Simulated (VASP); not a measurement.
Runs of VASP 6.6.1 on TbBeC. The structure is that of space group P-6m2 (No. 187), or close to it. The cells are those of the table. 

| task | cell | k mesh | gap on the mesh (eV) | pressure (GPa) | relaxed volume (Å³/atom) |
| --- | --- | --- | --- | --- | --- |
| single point | a = 3.364, b = 3.364, c = 3.824 Å, angles 90.0, 90.0, 120.0°, 3 atoms | 18 × 18 × 12 | none | 0.5 | - |
| relaxation of cell and atoms | relaxed from a = 3.363, b = 3.363, c = 3.817 Å, angles 90.0, 90.0, 120.0°, 3 atoms | 18 × 18 × 12 | none | 0.0 | 12.53 |
| relaxation of cell and atoms | relaxed from a = 3.662, b = 3.662, c = 3.591 Å, angles 90.0, 90.0, 120.0°, 3 atoms | 6 × 6 × 6 | none | 0.2 | 12.49 |
| single point | a = 3.363, b = 3.363, c = 3.817 Å, angles 90.0, 90.0, 120.0°, 3 atoms | 6 × 6 × 6 | none | 0.5 | - |
| single point | a = 3.662, b = 3.662, c = 3.591 Å, angles 90.0, 90.0, 120.0°, 3 atoms | 6 × 6 × 6 | none | (a) | - |

Alike in all rows: level PBE; potentials or basis VASP PAW PBE potentials, release 64 (Tb_3, Be, C), 4f in core; no spin polarisation; cutoff (eV) 600; smearing gaussian 0.1 eV.

Problem. Fill in the values left out.

Solution. (a) -11.9.

Caveats: spin-orbit coupling is left out, which moves the levels of the heavy elements; the 4f electrons are frozen in the core, so they carry no moment and show no levels; the cell stands under tension (at least some runs).

A k mesh can miss the band edges, and the runs leave out spin-orbit coupling on Tb.

A gap of «none» marks levels without a gap at the run's occupations.
